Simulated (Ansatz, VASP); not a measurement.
Si in VASP and in Ansatz

```
Si
1.0
    -2.48994    2.48994    1.32927
     2.48994   -2.48994    1.32927
     2.48994    2.48994   -1.32927
Si
2
Direct
  0.25000 0.75000 0.50000
  0.50000 0.50000 0.00000
```

Change from the starting cell: strain +0.050 along x and y, +0.000 along z, atoms carried along.

Alike in both runs: task single point; functional r2SCAN; k mesh 20 × 20 × 20; occupations gaussian, width 0.15 eV; no spin polarisation.

|  | VASP | Ansatz |
| --- | --- | --- |
| version | VASP 6.6.1 | Ansatz 0.2.0 |
| potentials or method | VASP PAW PBE potentials, release 64 (Si), cutoff 520 eV | scalar-relativistic, plane waves, PAW |
| valence electrons in the cell | 8 | 8 |

Ansatz gave:

* gap on the k mesh at the Fermi level (eV): none
* pressure (GPa): -7.5
* traceless stress, the component that is largest in VASP (GPa): 1.93

Question: What did VASP give for the same quantities?

Answer: gap on the k mesh at the Fermi level (eV): none; pressure (GPa): -7.6; traceless stress, the component that is largest in VASP (GPa): 1.96.

VASP's potentials were made for PBE, not for r2SCAN. A gap of «none» marks a metal or a gap that the smearing closes.
